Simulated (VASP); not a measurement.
A run of VASP 6.6.1 is set up as follows.

The input INCAR:

```
SYSTEM = Zr4TiC5
  PREC = Accurate
  ENCUT = 520
  EDIFF = 1E-7
  ISMEAR = 0
  SIGMA = 0.1
  LREAL = Auto
  LASPH = .True.
  NELM = 60
  ALGO = Normal
  ISIF = 2
  LWAVE = .False.
  LCHARG = .False.
  GGA = PE
  NBANDS = 96
  ISYM = 0
```

KPOINTS

```
Automatic mesh
0
Gamma
  3 3 2
  0 0 0.5
```

The input POSCAR:

```
Zr4TiC5
1.0
    2.3321840532      2.3163691009      4.6325350195
   -2.3250841869     -2.3321064570      4.6368537644
    6.9779604186     -4.6426929888      2.3305407738
C Ti Zr
10 2 8
Direct
    0.9416881026      0.7511658406      0.5938946580
    0.8467123266      0.2560252069      0.7941168619
    0.3570766059      0.7452762319      0.7939908465
    0.7491953450      0.7506722077     -0.0007795011
    0.1414457092      0.7559199121      0.2044144647
    0.0361570126      0.2511399675      0.4048524154
    0.5565130665      0.7500926438      0.4046649314
    0.4620748327      0.2500548511      0.5937268796
    0.2491805034      0.2506393664     -0.0007124489
    0.6517206086      0.2452051664      0.2043047120
    0.7977315528      1.0004747839      0.4017342955
    0.7002155314      0.5007147434      0.5968438154
    0.2001619094      1.0006304219      0.5974105723
    0.1010513836      0.5005458361      0.7959014737
    0.6012888658      1.0006952398      0.7951379544
    0.9986937633      0.0007004952      0.9999340900
    0.3970831766      0.0007533889      0.2025590978
    0.2978492212      0.5007550047      0.4010205745
    0.4994367927      0.5006855509      0.9985770427
    0.8968156549      0.5005793529      0.2033828143
```

Potentials or basis: VASP PAW PBE potentials, release 64 (C, Ti_sv, Zr_sv).

Launch:

```sh
$ cat potpaw_PBE.64/C/POTCAR potpaw_PBE.64/Ti_sv/POTCAR potpaw_PBE.64/Zr_sv/POTCAR > POTCAR
$ mpirun -np 1 vasp_std > vasp.out
```

(1) Predict the largest force.

(2) Estimate the pressure.

(3) What does it give for the band gap on the k mesh?

## Answers

(1) 0.012 eV/Å.

(2) 0.2 GPa.

(3) zero (bands 80 and 81 overlap by 0.40 eV).

Caveat: the k points lie up to 0.41 Å⁻¹ apart.
